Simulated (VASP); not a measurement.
Here is a VASP 6.6.1 calculation.

The input INCAR:

```
PREC = Accurate
ENCUT = 520
EDIFF = 1E-6
ISMEAR = 0
SIGMA = 0.1
LREAL = F
LASPH = T
NELM = 150
ALGO = Normal
ISIF = 2
LWAVE = F
LCHARG = T
ISPIN = 2
MAGMOM = 0 0
LORBIT = 11
GGA = PE
LELF = T
LVHAR = T
NBANDS = 19
```

Contents of KPOINTS:

```
regular mesh
0
Gamma
  2 2 2
```

The input POSCAR:

```
KF
1.0
    3.2589550000      0.0000000000      0.0000000000
    0.0000000000      3.2589550000      0.0000000000
    0.0000000000      0.0000000000      3.2589550000
K F
1 1
Direct
    0.0000000000      0.0000000000      0.0000000000
    0.6534234133      0.5000000000      0.5000000000
```

Potentials or basis: VASP PAW PBE potentials, release 64 (K_sv, F).

Run with:

```bash
$ cat potpaw_PBE.64/K_sv/POTCAR potpaw_PBE.64/F/POTCAR > POTCAR
$ mpirun -np 1 vasp_std > vasp.out
```

Question: Predict the pressure.

Answer: 3.8 GPa.

Question: Estimate the net moment.

Answer: 0.00 μB per cell.

Question: What does it give for the band gap on the k mesh?

Answer: 6.22 eV (least direct gap 6.26 eV).

Question: What does it give for the largest force?

Answer: 0.370 eV/Å.

Forces on the atoms (eV/Å):
```
K    0.370  0.000  0.000
F   -0.370  0.000  0.000
```

Caveat: the k points lie up to 0.96 Å⁻¹ apart. A k mesh can miss the band edges.
